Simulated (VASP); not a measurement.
# Zn (I4_1/amd) in VASP: further runs

Runs on Zn. Level: LDA. Tasks: relaxation of cell and atoms.

Program: VASP 6.6.1. These are calculated values, not measurements. Logs are shortened: lines on timing, memory, paths and dates and some standing lists are left out, and cuts for length are marked.

## (1) The cell of the first run

The structure is tetragonal, space group I4_1/amd (No. 141). The conventional cell has a = 4.149 Å, b = 4.149 Å, c = 2.282 Å, α = 90.00°, β = 90.00°, γ = 90.00°. Zn (site symmetry -4m2) has 10 Zn at 2.15 to 2.69 Å within 2.8 Å.

## (2) Relaxation of cell and atoms, LDA, target pressure 78 GPa, at which the enthalpy is minimised

INCAR

```
PREC = Accurate
ENCUT = 600
EDIFF = 1E-6
ISMEAR = -1
SIGMA = 0.08
LREAL = False
LASPH = True
NELM = 100
ALGO = Normal
ISIF = 3
LWAVE = False
LCHARG = False
GGA = CA
IBRION = 2
NSW = 60
EDIFFG = -0.005
PSTRESS = 780.0
```

KPOINTS

```
Automatic mesh
0
Gamma
  19 19 19
```

POSCAR

```
Zn
1.0
   -2.0746526108      2.0746526108      1.1410589359
    2.0746526108     -2.0746526108      1.1410589359
    2.0746526108      2.0746526108     -1.1410589359
Zn
2
Direct
   -0.3750000000     -0.1250000000     -0.2500000000
    0.3750000000      0.1250000000      0.2500000000
```

Potentials or basis: VASP PAW LDA potentials, release 64 (Zn).

Started as:

```sh
$ cat potpaw_LDA.64/Zn/POTCAR > POTCAR
$ mpirun -np 1 vasp_std > vasp.out
```

OUTCAR:

```text
PREC = Accurate
   ENCUT = 600
   EDIFF = 1E-6
   ISMEAR = -1
   LREAL = False
   LASPH = True
   NELM = 100
   ISIF = 3
   GGA = CA
   IBRION = 2
   NSW = 60
   EDIFFG = -0.005
   PSTRESS = 780.0

 ion  position               nearest neighbor table
   1  0.625  0.875  0.750-   2 2.15   2 2.15   2 2.15   2 2.15   2 2.69   2 2.69   2 2.69   2 2.69

   2  0.375  0.125  0.250-   1 2.15   1 2.15   1 2.15   1 2.15   1 2.69   1 2.69   1 2.69   1 2.69

  LATTYP: Found a body centered tetragonal cell.
 ALAT       =     4.1493052216
 C/A-ratio  =     0.5500000000

  Lattice vectors:

 A1 = (  -2.0746526108,   2.0746526108,   1.1410589359)
 A2 = (   2.0746526108,  -2.0746526108,   1.1410589359)
 A3 = (   2.0746526108,   2.0746526108,  -1.1410589359)

Analysis of symmetry for initial positions (statically):
=====================================================================
 Subroutine PRICEL returns:
 Original cell was already a primitive cell.

 Routine SETGRP: Setting up the symmetry group for a
 body centered tetragonal supercell.

 Subroutine GETGRP returns: Found 16 space group operations
 (whereof  4 operations were pure point group operations)
 out of a pool of 16 trial point group operations.

The static configuration has the point symmetry C_2h.
 The point group associated with its full space group is D_4h.

Analysis of symmetry for dynamics (positions and initial velocities):
=====================================================================
 Subroutine PRICEL returns:
 Original cell was already a primitive cell.

 Routine SETGRP: Setting up the symmetry group for a
 body centered tetragonal supercell.

 Subroutine GETGRP returns: Found 16 space group operations
 (whereof  4 operations were pure point group operations)
 out of a pool of 16 trial point group operations.

The dynamic configuration has the point symmetry C_2h.
 The point group associated with its full space group is D_4h.

 Subroutine INISYM returns: Found 16 space group operations
 (whereof  4 operations are pure point group operations),
 and found     1 'primitive' translations

----------------------------------------------------------------------------------------

                                     Primitive cell

  volume of cell :      19.6453

  direct lattice vectors                    reciprocal lattice vectors
    -2.074652611  2.074652611  1.141058936     0.000000000  0.241004203  0.438189461
     2.074652611 -2.074652611  1.141058936     0.241004203  0.000000000  0.438189461
     2.074652611  2.074652611 -1.141058936     0.241004203  0.241004203  0.000000000

  length of vectors
     3.148075985  3.148075985  3.148075985     0.500093021  0.500093021  0.340831413

  position of ions in fractional coordinates (direct lattice)
     0.625000000  0.875000000  0.750000000
     0.375000000  0.125000000  0.250000000

  ion indices of the primitive-cell ions
   primitive index   ion index
                 1           1
                 2           2

----------------------------------------------------------------------------------------

 KPOINTS: Automatic mesh

Automatic generation of k-mesh.
 Grid dimensions read from file:
 generate k-points for:   19   19   19

 Generating k-lattice:

  Cartesian coordinates                     Fractional coordinates (reciprocal lattice)
     0.000000000  0.012684432  0.023062603     0.052631579 -0.000000000  0.000000000
     0.012684432  0.000000000  0.023062603    -0.000000000  0.052631579  0.000000000
     0.012684432  0.012684432  0.000000000     0.000000000  0.000000000  0.052631579

  Length of vectors
     0.026320685  0.026320685  0.017938495

  Shift w.r.t. Gamma in fractional coordinates (k-lattice)
     0.000000000  0.000000000  0.000000000

 Subroutine IBZKPT returns following result:
 ===========================================

 Found    550 irreducible k-points:

 Following reciprocal coordinates:
            Coordinates               Weight
  0.000000  0.000000  0.000000      1.000000
  0.052632 -0.000000  0.000000      8.000000
  0.105263 -0.000000  0.000000      8.000000
  0.157895 -0.000000  0.000000      8.000000
  0.210526 -0.000000  0.000000      8.000000
  0.263158  0.000000  0.000000      8.000000
[... 16 lines left out ...]
 -0.315789  0.052632 -0.000000     16.000000
 -0.263158  0.052632  0.000000     16.000000
 [... further k-points ...]
   k-points           NKPTS =    550   k-points in BZ     NKDIM =    550   number of bands    NBANDS=     16
   number of dos      NEDOS =    301   number of ions     NIONS =      2
   total plane-waves  NPLWV =  21952
   dimension x,y,z NGX =    28 NGY =   28 NGZ =   28
   dimension x,y,z NGXF=    56 NGYF=   56 NGZF=   56
   ions per type =               2
   NGX,Y,Z   is equivalent  to a cutoff of  14.79, 14.79, 14.79 a.u.
   NGXF,Y,Z  is equivalent  to a cutoff of  29.57, 29.57, 29.57 a.u.
 SYSTEM =  unknown system
   PREC   = accura    normal or accurate (medium, high low for compatibility)
   ISTART =      0    job   : 0-new  1-cont  2-samecut
   ICHARG =      2    charge: 1-file 2-atom 10-const
   ISPIN  =      1    spin polarized calculation?
   LNONCOLLINEAR =      F non collinear calculations
   LSORBIT =      F    spin-orbit coupling
   LASPH  =      T    aspherical Exc in radial PAW
   ENCUT  =  600.0 eV  44.10 Ry    6.64 a.u.   6.29  6.29  6.29*2*pi/ulx,y,z
   NELM   =    100;   NELMIN=  2; NELMDL= -5     # of ELM steps
   EDIFF  = 0.1E-05   stopping-criterion for ELM
   LREAL  =      F    real-space projection
   EDIFFG = -.5E-02   stopping-criterion for IOM
   NSW    =     60    number of steps for IOM
   IBRION =      2    ionic relax: 0-MD 1-quasi-New 2-CG
   NFREE  =      1    steps in history (QN), initial steepest desc. (CG)
   ISIF   =      3    stress and relaxation
   ISYM   =      2    0-nonsym 1-usesym 2-fastsym
   POTIM  = 0.5000    time-step for ionic-motion
   TEBEG  =    0.0;   TEEND  =   0.0 temperature during run
   PSTRESS=  780.0 pullay stress
   NELECT =      24.0000    total number of electrons
   NUPDOWN=      -1.0000    fix difference up-down
   EMIN   =  10.00;   EMAX   =-10.00  energy-range for DOS
   EFERMI =   0.00;   METHOD = LEGACY
   ISMEAR =    -1;   SIGMA  =   0.08  broadening in eV -4-tet -1-fermi 0-gaus
   EFERMI_NEDOS =   21; number of points for ismear=-14 and -15
   IALGO  =     38    algorithm
   IMIX   =      4    mixing-type and parameters
     AMIX     =   0.40;   BMIX     =  1.00
     AMIX_MAG =   1.60;   BMIX_MAG =  1.00
  volume/ion in A,a.u.               =       9.82        66.29
  Fermi-wavevector in a.u.,A,eV,Ry     =   1.750084  3.307180 41.671856  3.062795
  Thomas-Fermi vector in A             =   2.820872
   LORBIT       =      0    0 simple, 1 ext, 2 COOP (PROOUT), +10 PAW based schemes
   GGA     = CA    functional components
   LHFCALC =     F    Hartree Fock is set to
   AEXX    =    0.0000 exact exchange contribution
   IVDW    =     0    specifies the selected vdW correction
   LEPSILON=     F    determine dielectric tensor
   LRPA    =     F    only Hartree local field effects (RPA)
 conjugate gradient relaxation of ions
 non-spin polarized calculation
  energy-cutoff  :      600.00
  volume of cell :       19.65
 maximum number of plane-waves:       681
 NGX is ok and might be reduce to    28
   NGX = 13   NGY = 13   NGZ = 13

--------------------------------------- Ionic step        1  -------------------------------------------

 number of electron      24.0000007 magnetization

 Free energy of the ion-electron system (eV)
  ---------------------------------------------------
  ext. energy  EPLUGINS =         0.00000000
  ---------------------------------------------------
  free energy    TOTEN  =        -0.82214808 eV

  energy without entropy =       -0.81119276  energy(sigma->0) =       -0.81667042

------------------------ aborting loop because EDIFF is reached ----------------------------------------

  FORCE on cell =-STRESS in cart. coord.  units (eV):
  Direction    XX          YY          ZZ          XY          YZ          ZX
  --------------------------------------------------------------------------------------
  -------------------------------------------------------------------------------------
  Total       14.3471084     14.3471084     10.4191114      0.0000000     -0.0000000     -0.0000000
  in kB     1170.0815230   1170.0815230    849.7328773      0.0000000     -0.0000000     -0.0000000
  external PRESSURE =     283.2986411 kB  Pullay stress =     780.0000000 kB
[... 23 lines left out ...]
  enthalpy is  TOTEN    =         8.7419244640 eV   P V=        9.5640725488

--------------------------------------- Ionic step        2  -------------------------------------------

 number of electron      24.0000020 magnetization

 E-fermi :   4.4695     XC(G=0): -12.9374

 val. band max:        4.4687001082   @ k =  -0.2632   0.2632   0.1579
 cond. band min:       4.4780830472   @ k =  -0.1579   0.2105   0.1053
 fundamental gap:      0.0093829390
 Fermi energy:         4.4694872004

 k-point     1 :       0.0000    0.0000    0.0000
  band No.  band energies     occupation
      1      -7.6385      2.00000
      2      -5.0823      2.00000
      3      -4.9080      2.00000
      4      -4.9047      2.00000
      5      -4.7074      2.00000
      6      -3.2861      2.00000
[... 8 lines left out ...]
     15      11.3831      0.00000
     16      19.9200      0.00000
[... 504 lines left out ...]
  FREE ENERGIE OF THE ION-ELECTRON SYSTEM (eV)
  ---------------------------------------------------
  free  energy   TOTEN  =        -1.7765516744 eV

  energy  without entropy=       -1.7660371062  energy(sigma->0) =       -1.77129439

  enthalpy is  TOTEN    =         8.5814059345 eV   P V=       10.3579576089

[... ionic steps 4 to 14 ...]

--------------------------------------- Ionic step       15  -------------------------------------------

 number of electron      24.0000014 magnetization

------------------------ aborting loop because EDIFF is reached ----------------------------------------

  FORCE on cell =-STRESS in cart. coord.  units (eV):
  Direction    XX          YY          ZZ          XY          YZ          ZX
  --------------------------------------------------------------------------------------
  -------------------------------------------------------------------------------------
  Total       10.1675709     10.1675709     10.1704003      0.0000000      0.0000000     -0.0000000
  in kB      779.1268404    779.1268404    779.3436521      0.0000000      0.0000000     -0.0000000
  external PRESSURE =      -0.8008890 kB  Pullay stress =     780.0000000 kB
[... 61 lines left out ...]
  enthalpy is  TOTEN    =         8.5330843222 eV   P V=       10.1786057591

--------------------------------------- Ionic step       17  -------------------------------------------

 number of electron      24.0000014 magnetization

 Free energy of the ion-electron system (eV)
  ---------------------------------------------------
  ext. energy  EPLUGINS =         0.00000000
  ---------------------------------------------------
  free energy    TOTEN  =        -1.64570136 eV

  energy without entropy =       -1.63547783  energy(sigma->0) =       -1.64058959

 E-fermi :   6.3706     XC(G=0): -13.9891

 val. band max:        6.3636778672   @ k =  -0.1053  -0.4737   0.0526
 cond. band min:       6.3732210476   @ k =   0.3684   0.1053   0.0000
 fundamental gap:      0.0095431805
 Fermi energy:         6.3705667489

 k-point     1 :       0.0000    0.0000    0.0000
  band No.  band energies     occupation
      1      -7.6513      2.00000
      2      -4.5744      2.00000
      3      -4.2272      2.00000
      4      -4.1536      2.00000
      5      -3.8996      2.00000
      6      -2.0654      2.00000
[... 8 lines left out ...]
     15      13.6724      0.00000
     16      23.7079      0.00000
[... 466 lines left out ...]
  FREE ENERGIE OF THE ION-ELECTRON SYSTEM (eV)
  ---------------------------------------------------
  free  energy   TOTEN  =        -1.6457013583 eV

  energy  without entropy=       -1.6354778302  energy(sigma->0) =       -1.64058959

  enthalpy is  TOTEN    =         8.5330843207 eV   P V=       10.1787856789

 reached required accuracy - stopping structural energy minimisation
```

Run time: 16 min. Hardware: 1 thread of AMD EPYC 9R45 (Zen 5), shared host; peak memory 0.28 GiB.

Results:

```
Free energy                                                : -1.6457 eV
Relaxed volume                                             : 10.45 Å³/atom
Relaxed cell                                               : a = 3.268 Å, b = 3.268 Å, c = 3.268 Å, α = 96.57°, β = 96.57°, γ = 140.45°
Space group after relaxing (to 0.1 Å)                      : I4_1/amd (No. 141)
Energy change on relaxing (the run minimises the enthalpy) : -411.8 meV/atom
Ionic steps                                                : 17
Pressure after relaxing                                    : 78.0 GPa
Band gap on the k mesh                                     : zero (bands 12 and 13 overlap by 7.84 eV)
```

Stress tensor (GPa, compression positive):
```
77.96  0.00  0.00
 0.00 77.96  0.00
 0.00  0.00 78.05
```

Step by step:
| step | energy change (eV) | largest force (eV/Å) | pressure (GPa) | volume (Å³) |
| --- | --- | --- | --- | --- |
| 1 | 0.0000 | 0.0000 | 106.33 | 19.65 |
| 2 | -2.0599 | 0.0000 | 27.35 | 24.94 |
| 3 | -0.9544 | 0.0000 | 71.28 | 21.28 |
| 4 | -0.9026 | 0.0000 | 73.32 | 21.17 |
| 5 | -0.7864 | 0.0000 | 79.62 | 20.84 |
| 6 | -0.8186 | 0.0000 | 78.29 | 20.90 |
| 7 | -0.8158 | 0.0000 | 78.44 | 20.89 |
| 8 | -0.8481 | 0.0000 | 77.00 | 20.96 |
| 9 | -0.8251 | 0.0000 | 78.07 | 20.91 |
| 10 | -0.8258 | 0.0000 | 77.93 | 20.91 |
| 11 | -0.8253 | 0.0000 | 78.08 | 20.91 |
| 12 | -0.8256 | 0.0000 | 77.93 | 20.91 |
| 13 | -0.8206 | 0.0000 | 78.15 | 20.90 |
| 14 | -0.8232 | 0.0000 | 78.08 | 20.91 |
| 15 | -0.8237 | 0.0000 | 77.92 | 20.91 |
| 16 | -0.8234 | 0.0000 | 78.12 | 20.91 |
| 17 | -0.8236 | 0.0000 | 77.99 | 20.91 |

Final structure:
```
CELL_PARAMETERS angstrom
-2.17441 2.17441 1.10553
2.17441 -2.17441 1.10553
2.17441 2.17441 -1.10553
ATOMIC_POSITIONS crystal
Zn 0.62500 0.87500 0.75000
Zn 0.37500 0.12500 0.25000
```

Caveat: the cell is relaxed towards a set pressure, so the run minimises the enthalpy, not the energy.

## (3) Relaxation of cell and atoms, LDA, target pressure 78 GPa, at which the enthalpy is minimised

This run uses another cell than the first one, of 10.40 Å³/atom.

INCAR

```
SYSTEM = Zn
PREC = Accurate
ENCUT = 600
EDIFF = 1E-7
ISMEAR = -1
SIGMA = 0.08
LREAL = .FALSE.
LASPH = .TRUE.
NELM = 60
ALGO = Normal
ISIF = 3
LWAVE = .FALSE.
LCHARG = .FALSE.
GGA = CA
IBRION = 2
NSW = 32
EDIFFG = -0.005
PSTRESS = 780.0
```

KPOINTS

```
regular mesh
0
G
  19 19 19
  0 0 0
```

POSCAR

```
Zn
1.0
   -2.1708575078      2.1708575078      1.1031082233
    2.1708575078     -2.1708575078      1.1031082233
    2.1708575078      2.1708575078     -1.1031082233
Zn
2
Direct
   -0.3750000000     -0.1250000000     -0.2500000000
    0.3750000000      0.1250000000      0.2500000000
```

Potentials or basis: VASP PAW LDA potentials, release 64 (Zn).

Started as:

```sh
$ cat potpaw_LDA.64/Zn/POTCAR > POTCAR
$ mpirun -np 1 vasp_std > vasp.out
```

OUTCAR:

```text
SYSTEM = Zn
   PREC = Accurate
   ENCUT = 600
   EDIFF = 1E-7
   ISMEAR = -1
   LREAL = .FALSE.
   LASPH = .TRUE.
   NELM = 60
   ISIF = 3
   GGA = CA
   IBRION = 2
   NSW = 32
   EDIFFG = -0.005
   PSTRESS = 780.0

 ion  position               nearest neighbor table
   1  0.625  0.875  0.750-   2 2.24   2 2.24   2 2.24   2 2.24   2 2.73   2 2.73   2 2.73   2 2.73

   2  0.375  0.125  0.250-   1 2.24   1 2.24   1 2.24   1 2.24   1 2.73   1 2.73   1 2.73   1 2.73

  LATTYP: Found a body centered tetragonal cell.
 ALAT       =     4.3417150156
 C/A-ratio  =     0.5081440027

  Lattice vectors:

 A1 = (  -2.1708575078,   2.1708575078,   1.1031082233)
 A2 = (   2.1708575078,  -2.1708575078,   1.1031082233)
 A3 = (   2.1708575078,   2.1708575078,  -1.1031082233)

[... 259 lines left out ...]
  free energy    TOTEN  =        -1.64755761 eV

  energy without entropy =       -1.63733624  energy(sigma->0) =       -1.64244692

 E-fermi :   6.3689     XC(G=0): -13.9884

 val. band max:        6.3627040335   @ k =  -0.1053  -0.4737   0.0526
 cond. band min:       6.3721572898   @ k =   0.3684   0.1053  -0.0000
 fundamental gap:      0.0094532563
 Fermi energy:         6.3689326241

 k-point     1 :       0.0000    0.0000    0.0000
  band No.  band energies     occupation
      1      -7.6515      2.00000
      2      -4.5752      2.00000
      3      -4.2281      2.00000
      4      -4.1547      2.00000
      5      -3.9007      2.00000
      6      -2.0666      2.00000
[... 433 lines left out ...]
      3      -4.0054      2.00000
      4      -3.4813      2.00000
      5      -3.2622      2.00000
      6      -2.8899      2.00000
[... 8 lines left out ...]
     15      17.4274      0.00000
     16      18.9144      0.00000

 [... further k-points ...]

------------------------ aborting loop because EDIFF is reached ----------------------------------------

  FORCE on cell =-STRESS in cart. coord.  units (eV):
  Direction    XX          YY          ZZ          XY          YZ          ZX
  --------------------------------------------------------------------------------------
  -------------------------------------------------------------------------------------
  Total       10.1728032     10.1728032     10.1895688      0.0000000      0.0000000      0.0000000
  in kB      779.4551940    779.4551940    780.7398029      0.0000000      0.0000000      0.0000000
  external PRESSURE =      -0.1166030 kB  Pullay stress =     780.0000000 kB
[... 21 lines left out ...]
  energy  without entropy=       -1.6373362356  energy(sigma->0) =       -1.64244692

  enthalpy is  TOTEN    =         8.5323559204 eV   P V=       10.1799135305

 reached required accuracy - stopping structural energy minimisation
```

Wall time 13 min (1 thread of Intel Xeon 8259CL, shared host); peak memory 0.31 GiB.

What came out:

* Free energy: -1.6476 eV
* Relaxed volume: 10.46 Å³/atom
* Relaxed cell: a = 3.268 Å, b = 3.268 Å, c = 3.268 Å, α = 96.57°, β = 96.57°, γ = 140.45°
* Space group after relaxing (to 0.1 Å): I4_1/amd (No. 141)
* Energy change on relaxing (the run minimises the enthalpy): -28.7 meV/atom
* Ionic steps: 3
* Pressure after relaxing: 78.0 GPa
* Band gap on the k mesh: zero (bands 12 and 13 overlap by 7.84 eV)

Step by step:
```
step  energy change (eV)  largest force (eV/Å)  pressure (GPa)  volume (Å³)
   1              0.0000                0.0000           80.31        20.79
   2             -0.2151                0.0000           71.77        21.25
   3             -0.0574                0.0000           77.99        20.91
```

Final structure:
```xyz
2
Lattice="-2.1745 2.1745 1.1055 2.1745 -2.1745 1.1055 2.1745 2.1745 -1.1055" Properties=species:S:1:pos:R:3 pbc="T T T"
Zn    2.1745    1.0873    0.8291
Zn    0.0000    1.0873    0.2764
```

Caveat: the cell is relaxed towards a set pressure, so the run minimises the enthalpy, not the energy.
